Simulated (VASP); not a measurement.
# AgBr (Fm-3m) in VASP: a series of runs, part 2 of 2

VASP 6.6.1.

**6. Single point, PBE (functional pbe, volume scaled by 1.04)**

File INCAR:

```
SYSTEM = AgBr
PREC = Accurate ; ENCUT = 500
EDIFF = 1E-6 ; ISMEAR = -1
SIGMA = 0.02 ; LREAL = .FALSE.
LASPH = .TRUE. ; NELM = 120
ALGO = Normal ; ISIF = 2
LWAVE = .FALSE. ; LCHARG = .FALSE.
GGA = PE ; NBANDS = 16
GGA_COMPAT = .FALSE.
```

File KPOINTS:

```
regular mesh
0
G
  7 7 7
  0 0 0
```

File POSCAR:

```
AgBr
1.0
    0.0000000000      2.9302287054      2.9302287054
    2.9302287054      0.0000000000      2.9302287054
    2.9302287054      2.9302287054      0.0000000000
Ag Br
1 1
Direct
    0.0000000000      0.0000000000      0.0000000000
    0.5000000000      0.5000000000      0.5000000000
```

Potentials or basis: VASP PAW PBE potentials, release 64 (Ag, Br).

Started as:

```
$ cat potpaw_PBE.64/Ag/POTCAR potpaw_PBE.64/Br/POTCAR > POTCAR
$ mpirun -np 1 vasp_std > vasp.out
```

OUTCAR:

```text
SYSTEM = AgBr
   PREC = Accurate
   ENCUT = 500
   EDIFF = 1E-6
   ISMEAR = -1
   LREAL = .FALSE.
   LASPH = .TRUE.
   NELM = 120
   ISIF = 2
   GGA = PE

 ion  position               nearest neighbor table
   1  0.000  0.000  0.000-   2 2.93   2 2.93   2 2.93   2 2.93   2 2.93   2 2.93
   2  0.500  0.500  0.500-   1 2.93   1 2.93   1 2.93   1 2.93   1 2.93   1 2.93

  LATTYP: Found a face centered cubic cell.
 ALAT       =     5.8604574108

  Lattice vectors:

 A1 = (   0.0000000000,   2.9302287054,   2.9302287054)
 A2 = (   2.9302287054,   0.0000000000,   2.9302287054)
 A3 = (   2.9302287054,   2.9302287054,   0.0000000000)

Analysis of symmetry for initial positions (statically):
=====================================================================
 Subroutine PRICEL returns:
 Original cell was already a primitive cell.

 Routine SETGRP: Setting up the symmetry group for a
 face centered cubic supercell.

 Subroutine GETGRP returns: Found 48 space group operations
 (whereof 48 operations were pure point group operations)
 out of a pool of 48 trial point group operations.

The static configuration has the point symmetry O_h .

Analysis of symmetry for dynamics (positions and initial velocities):
=====================================================================
 Subroutine PRICEL returns:
 Original cell was already a primitive cell.

 Routine SETGRP: Setting up the symmetry group for a
 face centered cubic supercell.

 Subroutine GETGRP returns: Found 48 space group operations
 (whereof 48 operations were pure point group operations)
 out of a pool of 48 trial point group operations.

The dynamic configuration has the point symmetry O_h .

 Subroutine INISYM returns: Found 48 space group operations
 (whereof 48 operations are pure point group operations),
 and found     1 'primitive' translations

----------------------------------------------------------------------------------------

[... 106 lines left out ...]
     AMIX     =   0.40;   BMIX     =  1.00
     AMIX_MAG =   1.60;   BMIX_MAG =  1.00
  volume/ion in A,a.u.               =      25.16       169.79
  Fermi-wavevector in a.u.,A,eV,Ry     =   1.162128  2.196104 18.375248  1.350543
  Thomas-Fermi vector in A             =   2.298693
   LORBIT       =      0    0 simple, 1 ext, 2 COOP (PROOUT), +10 PAW based schemes
   GGA     = PE    functional components
   LHFCALC =     F    Hartree Fock is set to
   AEXX    =    0.0000 exact exchange contribution
   IVDW    =     0    specifies the selected vdW correction
   LEPSILON=     F    determine dielectric tensor
   LRPA    =     F    only Hartree local field effects (RPA)
 non-spin polarized calculation
  energy-cutoff  :      500.00
  volume of cell :       50.32
 maximum number of plane-waves:      1299
 NGX is ok and might be reduce to    30
   NGX = 15   NGY = 15   NGZ = 15

 number of electron      17.9999999 magnetization

 Free energy of the ion-electron system (eV)
  ---------------------------------------------------
  ext. energy  EPLUGINS =         0.00000000
  ---------------------------------------------------
  free energy    TOTEN  =        -4.99941454 eV

  energy without entropy =       -4.99941454  energy(sigma->0) =       -4.99941454

 E-fermi :   3.2294     XC(G=0):  -9.5461

 val. band max:        2.8182303629   @ k =   0.4286   0.0000   0.0000
 cond. band min:       3.5737905234   @ k =   0.0000   0.0000   0.0000
 fundamental gap:      0.7555601605
 Fermi energy:         3.2293721162

 k-point     1 :       0.0000    0.0000    0.0000
  band No.  band energies     occupation
      1     -11.8120      2.00000
      2       0.3332      2.00000
      3       0.3332      2.00000
      4       0.3337      2.00000
      5       0.3337      2.00000
      6       0.3337      2.00000
[... 357 lines left out ...]
      3      -0.7274      2.00000
      4      -0.6527      2.00000
      5       0.5609      2.00000
      6       0.6459      2.00000
[... 8 lines left out ...]
     15      15.5334      0.00000
     16      17.9203      0.00000

------------------------ aborting loop because EDIFF is reached ----------------------------------------

  FORCE on cell =-STRESS in cart. coord.  units (eV):
  Direction    XX          YY          ZZ          XY          YZ          ZX
  --------------------------------------------------------------------------------------
  -------------------------------------------------------------------------------------
  Total       -0.1281397     -0.1281397     -0.1281397     -0.0000000      0.0000000     -0.0000000
  in kB       -4.0799972     -4.0799972     -4.0799972     -0.0000000      0.0000000     -0.0000000
  external PRESSURE =      -4.0799972 kB  Pullay stress =       0.0000000 kB

 VOLUME and BASIS-vectors are now :
 -----------------------------------------------------------------------------
  energy-cutoff  :      500.00
  volume of cell :       50.32
      direct lattice vectors                 reciprocal lattice vectors
     0.000000000  2.930228705  2.930228705    -0.170635145  0.170635145  0.170635145
     2.930228705  0.000000000  2.930228705     0.170635145 -0.170635145  0.170635145
     2.930228705  2.930228705  0.000000000     0.170635145  0.170635145 -0.170635145

 POSITION                                       TOTAL-FORCE (eV/Angst)
 -----------------------------------------------------------------------------------
      0.00000      0.00000      0.00000         0.000000     -0.000000      0.000000
      2.93023      2.93023      2.93023        -0.000000      0.000000     -0.000000
 -----------------------------------------------------------------------------------
    total drift:                               -0.000000      0.000000      0.000000

  FREE ENERGIE OF THE ION-ELECTRON SYSTEM (eV)
  ---------------------------------------------------
  free  energy   TOTEN  =        -4.9994145387 eV

  energy  without entropy=       -4.9994145385  energy(sigma->0) =       -4.99941454
```

Wall time 12 s (1 thread of AMD EPYC 7R13 (Zen 3), shared host); peak memory 0.14 GiB.

Results:

| Quantity | Value |
| --- | --- |
| Free energy | -4.9994 eV |
| Pressure | -0.4 GPa |
| Band gap on the k mesh | 0.76 eV, indirect (least direct gap 2.41 eV) |

**7. The runs side by side**

```tsv
level	potentials or basis	cell	gap on the mesh (eV)	pressure (GPa)
LDA	VASP PAW LDA potentials, release 64 (Ag, Br)	a = 4.035 Å, angles 60.0°, 2 atoms	0.49	-3.4
LDA	VASP PAW LDA potentials, release 64 (Ag, Br)	a = 4.090 Å, angles 60.0°, 2 atoms	0.48	-5.0
PBEsol	VASP PAW PBE potentials, release 64 (Ag, Br)	a = 4.090 Å, angles 60.0°, 2 atoms	0.58	-2.6
PBE	VASP PAW PBE potentials, release 64 (Ag, Br)	a = 4.090 Å, angles 60.0°, 2 atoms	0.75	1.2
PBE	VASP PAW PBE potentials, release 64 (Ag, Br)	a = 4.144 Å, angles 60.0°, 2 atoms	0.76	-0.4
```

Alike in all rows: task single point; no spin polarisation; k mesh 7 × 7 × 7; cutoff (eV) 500; smearing fermi-dirac 0.02 eV.

Caveats: the PAW data sets were made with another functional, which shifts forces and pressure a little (some runs).

Total energies depend on the potentials used, so only differences within one code and one set of settings carry meaning.
